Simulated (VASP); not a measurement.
# Au (Fm-3m) in VASP: further runs

Au is run at these levels: LDA; tasks: electric field gradients.

All numbers are computed with VASP 6.6.1; they aren't measurements. Logs are shortened: lines on timing, memory, paths and dates and some standing lists are left out, and cuts for length are marked.

## Step 1: The cell of the first run

It takes space group Fm-3m (No. 225, cubic). Conventional cell: a = 4.199 Å, b = 4.199 Å, c = 4.199 Å, α = 90.00°, β = 90.00°, γ = 90.00°. Within 3.9 Å of Au (site symmetry m-3m) lie 12 Au at 2.97 Å.

## Step 2: Electric field gradients, LDA (volume scaled by 1.02)

INCAR reads:

```
ALGO     = Normal         # electronic algorithm
EDIFF    = 1E-8           # SCF threshold, eV
ENCUT    = 520            # plane-wave cutoff, eV
GGA      = CA             # functional
ISIF     = 2              # what is computed and relaxed
ISMEAR   = -1             # smearing method
LASPH    = True           # aspherical terms in the spheres
LCHARG   = False          # write CHGCAR
LEFG     = True         
LREAL    = False          # projectors in reciprocal space
LWAVE    = False          # write WAVECAR
NBANDS   = 12             # bands
NELM     = 80             # most SCF steps
PREC     = Accurate       # precision mode
SIGMA    = 0.03           # smearing width, eV
```

KPOINTS reads:

```
k-points
0
Gamma
  15 15 15
```

POSCAR reads:

```
Au
1.0
    0.0000000000      2.0994568819      2.0994568819
    2.0994568819      0.0000000000      2.0994568819
    2.0994568819      2.0994568819      0.0000000000
Au
1
Direct
    0.0000000000      0.0000000000      0.0000000000
```

Potentials or basis: VASP PAW LDA potentials, release 64 (Au).

The run is started by

```console
$ cat potpaw_LDA.64/Au/POTCAR > POTCAR
$ mpirun -np 1 vasp_std > vasp.out
```

OUTCAR:

```text
EDIFF = 1E-8
   ENCUT = 520
   GGA = CA
   ISIF = 2
   ISMEAR = -1
   LASPH = True
   LREAL = False
   NELM = 80
   PREC = Accurate

 ion  position               nearest neighbor table
   1  0.000  0.000  0.000-

  LATTYP: Found a face centered cubic cell.
 ALAT       =     4.1989137638

  Lattice vectors:

 A1 = (   0.0000000000,   2.0994568819,   2.0994568819)
 A2 = (   2.0994568819,   0.0000000000,   2.0994568819)
 A3 = (   2.0994568819,   2.0994568819,   0.0000000000)

Analysis of symmetry for initial positions (statically):
=====================================================================
 Subroutine PRICEL returns:
 Original cell was already a primitive cell.

 Routine SETGRP: Setting up the symmetry group for a
 face centered cubic supercell.

 Subroutine GETGRP returns: Found 48 space group operations
 (whereof 48 operations were pure point group operations)
 out of a pool of 48 trial point group operations.

The static configuration has the point symmetry O_h .

Analysis of symmetry for dynamics (positions and initial velocities):
=====================================================================
 Subroutine PRICEL returns:
 Original cell was already a primitive cell.

 Routine SETGRP: Setting up the symmetry group for a
 face centered cubic supercell.

 Subroutine GETGRP returns: Found 48 space group operations
 (whereof 48 operations were pure point group operations)
 out of a pool of 48 trial point group operations.

The dynamic configuration has the point symmetry O_h .

 Subroutine INISYM returns: Found 48 space group operations
 (whereof 48 operations are pure point group operations),
 and found     1 'primitive' translations

----------------------------------------------------------------------------------------

                                     Primitive cell

  volume of cell :      18.5076

  direct lattice vectors                    reciprocal lattice vectors
     0.000000000  2.099456882  2.099456882    -0.238156832  0.238156832  0.238156832
     2.099456882  0.000000000  2.099456882     0.238156832 -0.238156832  0.238156832
     2.099456882  2.099456882  0.000000000     0.238156832  0.238156832 -0.238156832

  length of vectors
     2.969080396  2.969080396  2.969080396     0.412499733  0.412499733  0.412499733

  position of ions in fractional coordinates (direct lattice)
     0.000000000  0.000000000  0.000000000

  ion indices of the primitive-cell ions
   primitive index   ion index
                 1           1

----------------------------------------------------------------------------------------

 KPOINTS: k-points

Automatic generation of k-mesh.
 Grid dimensions read from file:
 generate k-points for:   15   15   15

 Generating k-lattice:

  Cartesian coordinates                     Fractional coordinates (reciprocal lattice)
    -0.015877122  0.015877122  0.015877122     0.066666667  0.000000000  0.000000000
     0.015877122 -0.015877122  0.015877122     0.000000000  0.066666667  0.000000000
     0.015877122  0.015877122 -0.015877122     0.000000000  0.000000000  0.066666667

  Length of vectors
     0.027499982  0.027499982  0.027499982

  Shift w.r.t. Gamma in fractional coordinates (k-lattice)
     0.000000000  0.000000000  0.000000000

 Subroutine IBZKPT returns following result:
 ===========================================

 Found    120 irreducible k-points:

 Following reciprocal coordinates:
            Coordinates               Weight
  0.000000  0.000000  0.000000      1.000000
  0.066667  0.000000  0.000000      8.000000
  0.133333  0.000000  0.000000      8.000000
  0.200000  0.000000  0.000000      8.000000
  0.266667  0.000000  0.000000      8.000000
  0.333333  0.000000  0.000000      8.000000
[... 16 lines left out ...]
  0.133333  0.133333  0.000000      6.000000
  0.200000  0.133333  0.000000     24.000000
 [... further k-points ...]
   k-points           NKPTS =    120   k-points in BZ     NKDIM =    120   number of bands    NBANDS=     12
   number of dos      NEDOS =    301   number of ions     NIONS =      1
   total plane-waves  NPLWV =  13824
   dimension x,y,z NGX =    24 NGY =   24 NGZ =   24
   dimension x,y,z NGXF=    48 NGYF=   48 NGZF=   48
   ions per type =               1
   NGX,Y,Z   is equivalent  to a cutoff of  13.44, 13.44, 13.44 a.u.
   NGXF,Y,Z  is equivalent  to a cutoff of  26.88, 26.88, 26.88 a.u.
 SYSTEM =  unknown system
   PREC   = accura    normal or accurate (medium, high low for compatibility)
   ISTART =      0    job   : 0-new  1-cont  2-samecut
   ICHARG =      2    charge: 1-file 2-atom 10-const
   ISPIN  =      1    spin polarized calculation?
   LNONCOLLINEAR =      F non collinear calculations
   LSORBIT =      F    spin-orbit coupling
   LASPH  =      T    aspherical Exc in radial PAW
   ENCUT  =  520.0 eV  38.22 Ry    6.18 a.u.   5.52  5.52  5.52*2*pi/ulx,y,z
   NELM   =     80;   NELMIN=  2; NELMDL= -5     # of ELM steps
   EDIFF  = 0.1E-07   stopping-criterion for ELM
   LREAL  =      F    real-space projection
   EDIFFG = 0.1E-06   stopping-criterion for IOM
   NSW    =      0    number of steps for IOM
   IBRION =     -1    ionic relax: 0-MD 1-quasi-New 2-CG
   NFREE  =      0    steps in history (QN), initial steepest desc. (CG)
   ISIF   =      2    stress and relaxation
   ISYM   =      2    0-nonsym 1-usesym 2-fastsym
   POTIM  = 0.5000    time-step for ionic-motion
   TEBEG  =    0.0;   TEEND  =   0.0 temperature during run
   PSTRESS=    0.0 pullay stress
   NELECT =      11.0000    total number of electrons
   NUPDOWN=      -1.0000    fix difference up-down
   EMIN   =  10.00;   EMAX   =-10.00  energy-range for DOS
   EFERMI =   0.00;   METHOD = LEGACY
   ISMEAR =    -1;   SIGMA  =   0.03  broadening in eV -4-tet -1-fermi 0-gaus
   EFERMI_NEDOS =   21; number of points for ismear=-14 and -15
   IALGO  =     38    algorithm
   IMIX   =      4    mixing-type and parameters
     AMIX     =   0.40;   BMIX     =  1.00
     AMIX_MAG =   1.60;   BMIX_MAG =  1.00
  volume/ion in A,a.u.               =      18.51       124.90
  Fermi-wavevector in a.u.,A,eV,Ry     =   1.376434  2.601083 25.777202  1.894571
  Thomas-Fermi vector in A             =   2.501679
   LORBIT       =      0    0 simple, 1 ext, 2 COOP (PROOUT), +10 PAW based schemes
   GGA     = CA    functional components
   LHFCALC =     F    Hartree Fock is set to
   AEXX    =    0.0000 exact exchange contribution
   IVDW    =     0    specifies the selected vdW correction
   LEPSILON=     F    determine dielectric tensor
   LRPA    =     F    only Hartree local field effects (RPA)
 non-spin polarized calculation
  energy-cutoff  :      520.00
  volume of cell :       18.51
 maximum number of plane-waves:       531
 NGX is ok and might be reduce to    24
   NGX = 11   NGY = 11   NGZ = 11

 number of electron      10.9999999 magnetization

 Free energy of the ion-electron system (eV)
  ---------------------------------------------------
  ext. energy  EPLUGINS =         0.00000000
  ---------------------------------------------------
  free energy    TOTEN  =        -4.34444224 eV

  energy without entropy =       -4.34297319  energy(sigma->0) =       -4.34370771

 E-fermi :   8.0651     XC(G=0): -12.5110

 val. band max:        8.0546026077   @ k =   0.4667   0.2667   0.0000
 cond. band min:       8.0806298428   @ k =  -0.3333   0.2000   0.0000
 fundamental gap:      0.0260272351
 Fermi energy:         8.0651403086

 k-point     1 :       0.0000    0.0000    0.0000
  band No.  band energies     occupation
      1      -1.1251      2.00000
      2       3.6581      2.00000
      3       3.6581      2.00000
      4       3.6581      2.00000
      5       4.9881      2.00000
      6       4.9881      2.00000
      7      22.5209      0.00000
      8      25.9934      0.00000
      9      25.9934      0.00000
     10      25.9934      0.00000
     11      30.7748      0.00000
     12      34.4962      0.00000

 k-point     2 :       0.0667    0.0000    0.0000
  band No.  band energies     occupation
      1      -0.9811      2.00000
      2       3.6156      2.00000
      3       3.7052      2.00000
      4       3.7052      2.00000
      5       4.9682      2.00000
      6       4.9682      2.00000
      7      22.6663      0.00000
      8      25.0244      0.00000
      9      26.1399      0.00000
     10      26.1399      0.00000
     11      31.3625      0.00000
     12      33.1217      0.00000
[... 316 lines left out ...]
 k-point    24 :       0.2000    0.1333    0.0000
  band No.  band energies     occupation
      1       0.1027      2.00000
      2       3.1642      2.00000
      3       4.0997      2.00000
      4       4.1410      2.00000
      5       4.5741      2.00000
      6       5.2329      2.00000
      7      22.4148      0.00000
      8      23.7664      0.00000
      9      24.3791      0.00000
     10      25.6403      0.00000
     11      28.3085      0.00000
     12      31.7313      0.00000

 [... further k-points ...]
[... 5 lines left out ...]
  --------------------------------------------------------------------------------------
  -------------------------------------------------------------------------------------
  Total       -1.7695753     -1.7695753     -1.7695753      0.0000000     -0.0000000      0.0000000
  in kB     -153.1894116   -153.1894116   -153.1894116      0.0000000     -0.0000000      0.0000000
  external PRESSURE =    -153.1894116 kB  Pullay stress =       0.0000000 kB

 VOLUME and BASIS-vectors are now :
 -----------------------------------------------------------------------------
  energy-cutoff  :      520.00
  volume of cell :       18.51
      direct lattice vectors                 reciprocal lattice vectors
     0.000000000  2.099456882  2.099456882    -0.238156832  0.238156832  0.238156832
     2.099456882  0.000000000  2.099456882     0.238156832 -0.238156832  0.238156832
     2.099456882  2.099456882  0.000000000     0.238156832  0.238156832 -0.238156832

 POSITION                                       TOTAL-FORCE (eV/Angst)
 -----------------------------------------------------------------------------------
      0.00000      0.00000      0.00000        -0.000000     -0.000000      0.000000
 -----------------------------------------------------------------------------------
    total drift:                               -0.000000      0.000000     -0.000000

  FREE ENERGIE OF THE ION-ELECTRON SYSTEM (eV)
  ---------------------------------------------------
  free  energy   TOTEN  =        -4.3444422383 eV

  energy  without entropy=       -4.3429731900  energy(sigma->0) =       -4.34370771

 Electric field gradients (V/A^2)
---------------------------------------------------------------------
 ion       V_xx      V_yy      V_zz      V_xy      V_xz      V_yz
---------------------------------------------------------------------
   1      -0.000     0.000     0.000    -0.000    -0.000    -0.000
---------------------------------------------------------------------

 Electric field gradients after diagonalization (V/A^2)
 (convention: |V_zz| > |V_xx| > |V_yy|)
----------------------------------------------------------------------
 ion       V_xx      V_yy      V_zz     asymmetry (V_yy - V_xx)/ V_zz
----------------------------------------------------------------------
   1       0.000     0.000    -0.001       0.000
----------------------------------------------------------------------

           NMR quadrupolar parameters

 Cq : quadrupolar parameter    Cq=e*Q*V_zz/h
 eta: asymmetry parameters     (V_yy - V_xx)/ V_zz
 Q  : nuclear electric quadrupole moment in mb (millibarn)
----------------------------------------------------------------------
 ion       Cq(MHz)       eta       Q (mb)
----------------------------------------------------------------------
   1      -0.000       0.000       1.000
----------------------------------------------------------------------
```

Wall time 6.7 s (1 thread of Intel Xeon 6975P-C (Granite Rapids), shared host); peak memory 0.14 GiB.

Results:

```
Free energy : -4.3444 eV
Pressure    : -15.3 GPa
```

Levels at points of the mesh, in eV from the Fermi level:
```tsv
k point	band 3	band 4	band 5	band 6	band 7	band 8	band 9	band 10
(0.00, 0.00, 0.00)	-4.41	-4.41	-3.08	-3.08	14.46	17.93	17.93	17.93
```

Caveat: without QUAD_EFG the Cq values of the log hold for a quadrupole moment of 1 mb, not for the nuclei; spin-orbit coupling is left out, which moves the levels of the heavy elements.

## Step 3: Electric field gradients, LDA (volume scaled by 1.06)

INCAR reads:

```
SYSTEM = Au
PREC = Accurate
ENCUT = 520
EDIFF = 1E-8
ISMEAR = -1
SIGMA = 0.03
LREAL = .False.
LASPH = .True.
NELM = 60
ALGO = Normal
ISIF = 2
LWAVE = .False.
LCHARG = .False.
LEFG = .True.
NBANDS = 12
```

KPOINTS reads:

```
regular mesh
0
Gamma
  15 15 15
  0 0 0
```

POSCAR reads:

```
Au
1.0
    0.0000000000      2.1265496363      2.1265496363
    2.1265496363      0.0000000000      2.1265496363
    2.1265496363      2.1265496363      0.0000000000
Au
1
Direct
    0.0000000000      0.0000000000      0.0000000000
```

Potentials or basis: VASP PAW LDA potentials, release 64 (Au).

The run is started by

```console
$ cat potpaw_LDA.64/Au/POTCAR > POTCAR
$ mpirun -np 1 vasp_std > vasp.out
```

OUTCAR:

```text
SYSTEM = Au
   PREC = Accurate
   ENCUT = 520
   EDIFF = 1E-8
   ISMEAR = -1
   LREAL = .False.
   LASPH = .True.
   NELM = 60
   ISIF = 2

 ion  position               nearest neighbor table
   1  0.000  0.000  0.000-

  LATTYP: Found a face centered cubic cell.
 ALAT       =     4.2530992726

  Lattice vectors:

 A1 = (   0.0000000000,   2.1265496363,   2.1265496363)
 A2 = (   2.1265496363,   0.0000000000,   2.1265496363)
 A3 = (   2.1265496363,   2.1265496363,   0.0000000000)

Analysis of symmetry for initial positions (statically):
=====================================================================
 Subroutine PRICEL returns:
 Original cell was already a primitive cell.

 Routine SETGRP: Setting up the symmetry group for a
 face centered cubic supercell.

 Subroutine GETGRP returns: Found 48 space group operations
 (whereof 48 operations were pure point group operations)
 out of a pool of 48 trial point group operations.

The static configuration has the point symmetry O_h .

Analysis of symmetry for dynamics (positions and initial velocities):
=====================================================================
 Subroutine PRICEL returns:
 Original cell was already a primitive cell.

 Routine SETGRP: Setting up the symmetry group for a
 face centered cubic supercell.

 Subroutine GETGRP returns: Found 48 space group operations
 (whereof 48 operations were pure point group operations)
 out of a pool of 48 trial point group operations.

The dynamic configuration has the point symmetry O_h .

 Subroutine INISYM returns: Found 48 space group operations
 (whereof 48 operations are pure point group operations),
 and found     1 'primitive' translations

[... 154 lines left out ...]
      7      21.9559      0.00000
      8      25.2038      0.00000
      9      25.2038      0.00000
     10      25.2038      0.00000
     11      29.8780      0.00000
     12      33.2538      0.00000
[... 331 lines left out ...]
 k-point    24 :       0.2000    0.1333    0.0000
  band No.  band energies     occupation
      1      -0.1485      2.00000
      2       2.7978      2.00000
      3       3.6730      2.00000
      4       3.7111      2.00000
      5       4.1177      2.00000
      6       4.7285      2.00000
      7      21.5675      0.00000
      8      23.0658      0.00000
      9      23.4556      0.00000
     10      24.8150      0.00000
     11      27.1389      0.00000
     12      30.8330      0.00000

 [... further k-points ...]
[... 5 lines left out ...]
  --------------------------------------------------------------------------------------
  -------------------------------------------------------------------------------------
  Total       -2.2254895     -2.2254895     -2.2254895      0.0000000      0.0000000      0.0000000
  in kB     -185.3871266   -185.3871266   -185.3871266      0.0000000      0.0000000      0.0000000
  external PRESSURE =    -185.3871266 kB  Pullay stress =       0.0000000 kB

 VOLUME and BASIS-vectors are now :
 -----------------------------------------------------------------------------
  energy-cutoff  :      520.00
  volume of cell :       19.23
      direct lattice vectors                 reciprocal lattice vectors
     0.000000000  2.126549636  2.126549636    -0.235122657  0.235122657  0.235122657
     2.126549636  0.000000000  2.126549636     0.235122657 -0.235122657  0.235122657
     2.126549636  2.126549636  0.000000000     0.235122657  0.235122657 -0.235122657

 POSITION                                       TOTAL-FORCE (eV/Angst)
 -----------------------------------------------------------------------------------
      0.00000      0.00000      0.00000         0.000000      0.000000      0.000000
 -----------------------------------------------------------------------------------
    total drift:                                0.000000      0.000000     -0.000000

  FREE ENERGIE OF THE ION-ELECTRON SYSTEM (eV)
  ---------------------------------------------------
  free  energy   TOTEN  =        -4.2678022293 eV

  energy  without entropy=       -4.2661998003  energy(sigma->0) =       -4.26700101

 Electric field gradients (V/A^2)
---------------------------------------------------------------------
 ion       V_xx      V_yy      V_zz      V_xy      V_xz      V_yz
---------------------------------------------------------------------
   1       0.000    -0.000    -0.000    -0.000    -0.000    -0.000
---------------------------------------------------------------------

 Electric field gradients after diagonalization (V/A^2)
 (convention: |V_zz| > |V_xx| > |V_yy|)
----------------------------------------------------------------------
 ion       V_xx      V_yy      V_zz     asymmetry (V_yy - V_xx)/ V_zz
----------------------------------------------------------------------
   1       0.000     0.000    -0.000       0.000
----------------------------------------------------------------------

           NMR quadrupolar parameters

 Cq : quadrupolar parameter    Cq=e*Q*V_zz/h
 eta: asymmetry parameters     (V_yy - V_xx)/ V_zz
 Q  : nuclear electric quadrupole moment in mb (millibarn)
----------------------------------------------------------------------
 ion       Cq(MHz)       eta       Q (mb)
----------------------------------------------------------------------
   1      -0.000       0.000       1.000
----------------------------------------------------------------------
```

OSZICAR:

```text
N       E                     dE             d eps       ncg     rms          rms(c)
DAV:   1     0.472120212880E+02    0.47212E+02   -0.54053E+03  2952   0.800E+02
DAV:   2    -0.388628809314E+01   -0.51098E+02   -0.47385E+02  3360   0.178E+02
DAV:   3    -0.458866014012E+01   -0.70237E+00   -0.70179E+00  3456   0.204E+01
DAV:   4    -0.459114289060E+01   -0.24828E-02   -0.24826E-02  3436   0.142E+00
DAV:   5    -0.459116286612E+01   -0.19976E-04   -0.19976E-04  3528   0.123E-01    0.665E+00
DAV:   6    -0.428412751358E+01    0.30704E+00   -0.99517E-01  3064   0.759E+00    0.444E+00
DAV:   7    -0.427063672061E+01    0.13491E-01   -0.34098E-02  3472   0.140E+00    0.248E+00
DAV:   8    -0.426780346610E+01    0.28333E-02   -0.86476E-04  3308   0.276E-01    0.206E-01
DAV:   9    -0.426780165964E+01    0.18065E-05   -0.63126E-06  3444   0.206E-02    0.117E-02
DAV:  10    -0.426780223876E+01   -0.57911E-06   -0.10116E-06  3464   0.788E-03    0.319E-03
DAV:  11    -0.426780222934E+01    0.94170E-08   -0.34770E-08  3456   0.127E-03
   1 F= -.42678022E+01 E0= -.42670010E+01  d E =-.160243E-02
```

stdout:

```text
POSCAR found type information on POSCAR Au
 POSCAR found :  1 types and       1 ions
 scaLAPACK will be used
 LDA part: xc-table for (Slater(with rela. corr.)+CA(PZ))
 , standard interpolation
 POSCAR, INCAR and KPOINTS ok, starting setup
 FFT: planning ... GRIDC
 FFT: planning ... GRID_SOFT
 FFT: planning ... GRID
 WAVECAR not read
 entering main loop
ion   1
```

Wall time 6.7 s (1 thread of Intel Xeon 6975P-C (Granite Rapids), shared host); peak memory 0.15 GiB.

What came out:

```yaml
Free_energy: -4.2678 eV
Pressure: -18.5 GPa
```

Caveat: without QUAD_EFG the Cq values of the log hold for a quadrupole moment of 1 mb, not for the nuclei; spin-orbit coupling is left out, which moves the levels of the heavy elements.
